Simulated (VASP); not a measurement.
# AlGa3As2 (P-6m2) in VASP: further runs, part 2 of 2

VASP 6.6.1. The steps go on from the part before.

### Step 3. Single point, PBE

This run uses another cell than the first one, of 20.45 Å³/atom, 1.059 times its volume.

INCAR

```
SYSTEM = AlGa3As2
PREC = Accurate ; ENCUT = 520
EDIFF = 1E-6 ; ISMEAR = 0
SIGMA = 0.1 ; LREAL = .FALSE.
LASPH = .TRUE. ; NELM = 60
ALGO = Normal ; ISIF = 2
LWAVE = .FALSE. ; LCHARG = .TRUE.
GGA = PE ; LELF = .TRUE.
LVHAR = .TRUE. ; NBANDS = 35
```

KPOINTS

```
Automatic mesh
0
G
  6 6 2
  0 0 0
```

POSCAR

```
AlGa3As2
1.0
    4.2799703216      0.0000000000      0.0000000000
   -2.1399851608      3.7065630260      0.0000000000
    0.0000000000      0.0000000000      7.7334732585
Al Ga As
1 3 2
Direct
    0.6666666667      0.3333333333      0.5000000000
    0.6666666667      0.3333333333      0.0000000000
    0.0000000000      0.0000000000      0.5000000000
    0.0000000000      0.0000000000      0.0000000000
    0.3333333333      0.6666666667      0.7311127509
    0.3333333333      0.6666666667      0.2688872491
```

Potentials or basis: VASP PAW PBE potentials, release 64 (Al, Ga_d, As).

Command:

```bash
$ cat potpaw_PBE.64/Al/POTCAR potpaw_PBE.64/Ga_d/POTCAR potpaw_PBE.64/As/POTCAR > POTCAR
$ mpirun -np 1 vasp_std > vasp.out
```

OUTCAR:

```text
SYSTEM = AlGa3As2
   PREC = Accurate
   ENCUT = 520
   EDIFF = 1E-6
   ISMEAR = 0
   LREAL = .FALSE.
   LASPH = .TRUE.
   NELM = 60
   ISIF = 2
   GGA = PE

 ion  position               nearest neighbor table
   1  0.667  0.333  0.500-   3 2.47   3 2.47   3 2.47   6 3.05   5 3.05   6 3.05   5 3.05   6 3.05
                             5 3.05
   2  0.667  0.333  0.000-   4 2.47   4 2.47   4 2.47
   3  0.000  0.000  0.500-   1 2.47   1 2.47   1 2.47
   4  0.000  0.000  0.000-   2 2.47   2 2.47   2 2.47
   5  0.333  0.667  0.731-   1 3.05   1 3.05   1 3.05
   6  0.333  0.667  0.269-   1 3.05   1 3.05   1 3.05

  LATTYP: Found a hexagonal cell.
 ALAT       =     4.2799703216
 C/A-ratio  =     1.8068988048

  Lattice vectors:

 A1 = (   4.2799703216,   0.0000000000,   0.0000000000)
 A2 = (  -2.1399851608,   3.7065630260,   0.0000000000)
 A3 = (   0.0000000000,   0.0000000000,   7.7334732585)

Analysis of symmetry for initial positions (statically):
=====================================================================
 Subroutine PRICEL returns:
 Original cell was already a primitive cell.

 Routine SETGRP: Setting up the symmetry group for a
 hexagonal supercell.

 Subroutine GETGRP returns: Found 12 space group operations
 (whereof 12 operations were pure point group operations)
 out of a pool of 24 trial point group operations.

The static configuration has the point symmetry D_3h.

Analysis of symmetry for dynamics (positions and initial velocities):
=====================================================================
 Subroutine PRICEL returns:
 Original cell was already a primitive cell.

 Routine SETGRP: Setting up the symmetry group for a
 hexagonal supercell.

 Subroutine GETGRP returns: Found 12 space group operations
 (whereof 12 operations were pure point group operations)
 out of a pool of 24 trial point group operations.

The dynamic configuration has the point symmetry D_3h.

 Subroutine INISYM returns: Found 12 space group operations
 (whereof 12 operations are pure point group operations),
 and found     1 'primitive' translations

----------------------------------------------------------------------------------------

                                     Primitive cell

  volume of cell :     122.6837

  direct lattice vectors                    reciprocal lattice vectors
     4.279970322  0.000000000  0.000000000     0.233646480  0.134895858  0.000000000
    -2.139985161  3.706563026  0.000000000     0.000000000  0.269791716  0.000000000
     0.000000000  0.000000000  7.733473259     0.000000000  0.000000000  0.129308005

  length of vectors
     4.279970322  4.279970322  7.733473259     0.269791716  0.269791716  0.129308005

  position of ions in fractional coordinates (direct lattice)
     0.666666667  0.333333333  0.500000000
     0.666666667  0.333333333  0.000000000
     0.000000000  0.000000000  0.500000000
     0.000000000  0.000000000  0.000000000
     0.333333333  0.666666667  0.731112751
     0.333333333  0.666666667  0.268887249

  ion indices of the primitive-cell ions
   primitive index   ion index
                 1           1
[... 37 lines left out ...]
  0.500000 -0.000000  0.000000      3.000000
  0.166667  0.166667  0.000000      6.000000
  0.333333  0.166667  0.000000     12.000000
  0.333333  0.333333  0.000000      2.000000
  0.000000  0.000000  0.500000      1.000000
  0.166667 -0.000000  0.500000      6.000000
  0.333333 -0.000000  0.500000      6.000000
  0.500000 -0.000000  0.500000      3.000000
  0.166667  0.166667  0.500000      6.000000
  0.333333  0.166667  0.500000     12.000000
  0.333333  0.333333  0.500000      2.000000
   k-points           NKPTS =     14   k-points in BZ     NKDIM =     14   number of bands    NBANDS=     35
   number of dos      NEDOS =    301   number of ions     NIONS =      6
   total plane-waves  NPLWV =  61440
   dimension x,y,z NGX =    32 NGY =   32 NGZ =   60
   dimension x,y,z NGXF=    64 NGYF=   64 NGZF=  120
   ions per type =               1   3   2
   NGX,Y,Z   is equivalent  to a cutoff of  12.43, 12.43, 12.90 a.u.
   NGXF,Y,Z  is equivalent  to a cutoff of  24.86, 24.86, 25.80 a.u.
 SYSTEM =  AlGa3As2
   PREC   = accura    normal or accurate (medium, high low for compatibility)
   ISTART =      0    job   : 0-new  1-cont  2-samecut
   ICHARG =      2    charge: 1-file 2-atom 10-const
   ISPIN  =      1    spin polarized calculation?
   LNONCOLLINEAR =      F non collinear calculations
   LSORBIT =      F    spin-orbit coupling
   LASPH  =      T    aspherical Exc in radial PAW
   ENCUT  =  520.0 eV  38.22 Ry    6.18 a.u.   7.96  7.96 14.38*2*pi/ulx,y,z
   NELM   =     60;   NELMIN=  2; NELMDL= -5     # of ELM steps
   EDIFF  = 0.1E-05   stopping-criterion for ELM
   LREAL  =      F    real-space projection
   EDIFFG = 0.1E-04   stopping-criterion for IOM
   NSW    =      0    number of steps for IOM
   IBRION =     -1    ionic relax: 0-MD 1-quasi-New 2-CG
   NFREE  =      0    steps in history (QN), initial steepest desc. (CG)
   ISIF   =      2    stress and relaxation
   ISYM   =      2    0-nonsym 1-usesym 2-fastsym
   POTIM  = 0.5000    time-step for ionic-motion
   TEBEG  =    0.0;   TEEND  =   0.0 temperature during run
   PSTRESS=    0.0 pullay stress
   NELECT =      52.0000    total number of electrons
   NUPDOWN=      -1.0000    fix difference up-down
   EMIN   =  10.00;   EMAX   =-10.00  energy-range for DOS
   EFERMI =   0.00;   METHOD = LEGACY
   ISMEAR =     0;   SIGMA  =   0.10  broadening in eV -4-tet -1-fermi 0-gaus
   EFERMI_NEDOS =   21; number of points for ismear=-14 and -15
   IALGO  =     38    algorithm
   IMIX   =      4    mixing-type and parameters
     AMIX     =   0.40;   BMIX     =  1.00
     AMIX_MAG =   1.60;   BMIX_MAG =  1.00
  volume/ion in A,a.u.               =      20.45       137.99
  Fermi-wavevector in a.u.,A,eV,Ry     =   1.229741  2.323874 20.575591  1.512263
  Thomas-Fermi vector in A             =   2.364617
   LORBIT       =      0    0 simple, 1 ext, 2 COOP (PROOUT), +10 PAW based schemes
   GGA     = PE    functional components
   LHFCALC =     F    Hartree Fock is set to
   AEXX    =    0.0000 exact exchange contribution
   IVDW    =     0    specifies the selected vdW correction
   LEPSILON=     F    determine dielectric tensor
   LRPA    =     F    only Hartree local field effects (RPA)
 non-spin polarized calculation
 Gauss-broadening in eV      SIGMA  =   0.10
  energy-cutoff  :      520.00
  volume of cell :      122.68
 maximum number of plane-waves:      3348
 NGX is ok and might be reduce to    32
   NGX = 15   NGY = 15   NGZ = 29

 number of electron      51.9999979 magnetization

 Free energy of the ion-electron system (eV)
  ---------------------------------------------------
  ext. energy  EPLUGINS =         0.00000000
  ---------------------------------------------------
  free energy    TOTEN  =       -20.09858175 eV

  energy without entropy =      -20.07705477  energy(sigma->0) =      -20.08781826

 E-fermi :   4.9271     XC(G=0): -10.2630

 val. band max:        4.9042129950   @ k =   0.3333  -0.0000   0.5000
 cond. band min:       4.9289530541   @ k =   0.0000   0.0000   0.0000
 fundamental gap:      0.0247400591
 Fermi energy:         4.9271403512

 k-point     1 :       0.0000    0.0000    0.0000
  band No.  band energies     occupation
      1      -9.9940      2.00000
      2      -9.9940      2.00000
      3      -9.9938      2.00000
      4      -9.9673      2.00000
      5      -9.9287      2.00000
      6      -9.9287      2.00000
[... 521 lines left out ...]
     34      11.9997      0.00000
     35      12.2394      0.00000

------------------------ aborting loop because EDIFF is reached ----------------------------------------

  FORCE on cell =-STRESS in cart. coord.  units (eV):
  Direction    XX          YY          ZZ          XY          YZ          ZX
  --------------------------------------------------------------------------------------
  -------------------------------------------------------------------------------------
  Total        0.3016311      0.3016311     -0.1702351      0.0000000     -0.0000000     -0.0000000
  in kB        3.9391263      3.9391263     -2.2231710      0.0000000     -0.0000000     -0.0000000
  external PRESSURE =       1.8850272 kB  Pullay stress =       0.0000000 kB

 VOLUME and BASIS-vectors are now :
 -----------------------------------------------------------------------------
  energy-cutoff  :      520.00
  volume of cell :      122.68
      direct lattice vectors                 reciprocal lattice vectors
     4.279970322  0.000000000  0.000000000     0.233646480  0.134895858  0.000000000
    -2.139985161  3.706563026  0.000000000     0.000000000  0.269791716  0.000000000
     0.000000000  0.000000000  7.733473259     0.000000000  0.000000000  0.129308005

 POSITION                                       TOTAL-FORCE (eV/Angst)
 -----------------------------------------------------------------------------------
      2.13999      1.23552      3.86674        -0.000000     -0.000000      0.000000
      2.13999      1.23552      0.00000         0.000000      0.000000      0.000000
      0.00000      0.00000      3.86674         0.000000     -0.000000      0.000000
      0.00000      0.00000      0.00000        -0.000000     -0.000000      0.000000
     -0.00000      2.47104      5.65404        -0.000000     -0.000000      0.022424
     -0.00000      2.47104      2.07943        -0.000000     -0.000000     -0.022424
 -----------------------------------------------------------------------------------
    total drift:                                0.000006     -0.000004     -0.000000

  FREE ENERGIE OF THE ION-ELECTRON SYSTEM (eV)
  ---------------------------------------------------
  free  energy   TOTEN  =       -20.0985817521 eV

  energy  without entropy=      -20.0770547673  energy(sigma->0) =      -20.08781826
```

Wall time 25 s (1 thread of Intel Xeon 6975P-C (Granite Rapids), shared host); peak memory 0.25 GiB.

What came out:

```yaml
Free_energy: -20.0986 eV
Pressure: 0.2 GPa
Largest_force: 0.022 eV/Å
Band_gap_on_the_k_mesh: zero (band 26 reaches 5.64 eV, above the bottom of band 27 at 4.19 eV)
```

Forces on the atoms (eV/Å):
```
Al   0.000  0.000  0.000
Ga   0.000  0.000  0.000
Ga   0.000  0.000  0.000
Ga   0.000  0.000  0.000
As   0.000  0.000  0.022
As   0.000  0.000 -0.022
```

Levels at points of the mesh, in eV from the Fermi level:
| k point | band 22 | band 23 | band 24 | band 25 | band 26 | band 27 | band 28 | band 29 | band 30 | band 31 |
| --- | --- | --- | --- | --- | --- | --- | --- | --- | --- | --- |
| (0.00, 0.00, 0.00) | -1.26 | 0.00 | 0.00 | 0.02 | 0.02 | 0.41 | 0.80 | 1.05 | 1.05 | 1.28 |
| (0.50, 0.00, 0.00) | -3.94 | -3.26 | -0.80 | -0.76 | -0.62 | -0.02 | 1.17 | 1.63 | 2.32 | 2.75 |
| (0.00, 0.00, 0.50) | -1.06 | -0.76 | -0.41 | -0.41 | 0.19 | 0.19 | 0.77 | 0.77 | 1.49 | 2.04 |
| (0.50, 0.00, 0.50) | -2.93 | -2.34 | -2.22 | -1.70 | -1.11 | -0.74 | 1.39 | 2.20 | 3.08 | 3.39 |

Caveat: the k points lie up to 0.41 Å⁻¹ apart.
